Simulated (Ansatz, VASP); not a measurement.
# ZnSnN2: VASP beside Ansatz

INCAR

```
ALGO = Normal
EDIFF = 1E-7
ENCUT = 520
GGA = PE
ISIF = 2
ISMEAR = 0
LASPH = True
LCHARG = False
LREAL = False
LWAVE = False
NBANDS = 26
NELM = 60
PREC = Accurate
SIGMA = 0.01
```

KPOINTS

```
k-points
0
Gamma
  10 10 10
```

The input POSCAR:

```
ZnSnN2
1.0
    1.5836871722      0.9143422152      5.1498174719
   -1.5836871722      0.9143422152      5.1498174719
    0.0000000000     -1.8286844304      5.1498174719
Zn Sn N
1 1 2
Direct
    1.0000000000      0.0000000000      0.0000000000
    0.5000000000      0.5000000000      0.5000000000
    0.2464698154      0.2464698154      0.2464698154
    0.7535301846      0.7535301846      0.7535301846
```

Input for Ansatz:

```yaml
crystal:
  lattice:
    - [1.5836871722, 0.9143422152, 5.1498174719]
    - [-1.5836871722, 0.9143422152, 5.1498174719]
    - [0.0, -1.8286844304, 5.1498174719]
  atoms:
    - { symbol: Zn, position: [1.0, 0.0, 0.0] }
    - { symbol: Sn, position: [0.5, 0.5, 0.5] }
    - { symbol: "N", position: [0.2464698154, 0.2464698154, 0.2464698154] }
    - { symbol: "N", position: [0.7535301846, 0.7535301846, 0.7535301846] }
kpoints:
  mp_grid: { grid: [10, 10, 10] }
  band_path:
    path:
      - [0.0, 0.0, 0.0]
      - [0.5, 0.5, 0.5]
      - [0.8123176938, 0.1876823062, 0.5]
      - [0.5, -0.1876823062, 0.1876823062]
      - [0.5, 0.0, 0.0]
      - [0.3438411531, -0.3438411531, 0.0]
      - [0.6561588469, 0.0, 0.3438411531]
      - [0.5, 0.0, 0.5]
      - [-0.005208, 0.195312, -0.200521]
    npoints: 1
hamiltonian:
  xc: pbe
scf:
  occupations: { method: fixed }
  n_extra_bands: 5
output:
  forces: true
  stress: true
  eigenvalues: true
```

Alike in both runs: task single point; functional PBE; k mesh 10 × 10 × 10; no spin polarisation.

```csv
,VASP,Ansatz
version,VASP 6.6.1,Ansatz 0.2.0
potentials or method,"VASP PAW PBE potentials, release 64 (Zn, Sn_d, N)","plane waves, PAW"
plane-wave cutoff (eV),520,420
occupations,"gaussian, width 0.01 eV",fixed
valence electrons in the cell,36,36
```

Ansatz gave:

| Item | Value |
| --- | --- |
| gap on the k mesh at the Fermi level (eV) | 0.74 |
| pressure (GPa) | 6.5 |
| traceless stress, the component that is largest in VASP (GPa) | -0.13 |
| rms of the force components (eV/Å) | 0.077 |

Problem. Estimate VASP's values.

Solution. gap on the k mesh at the Fermi level (eV): 0.73; pressure (GPa): 6.9; traceless stress, the component that is largest in VASP (GPa): -0.11; rms of the force components (eV/Å): 0.076.

Atom by atom the forces differ by 0.001 eV/Å (rms over components).
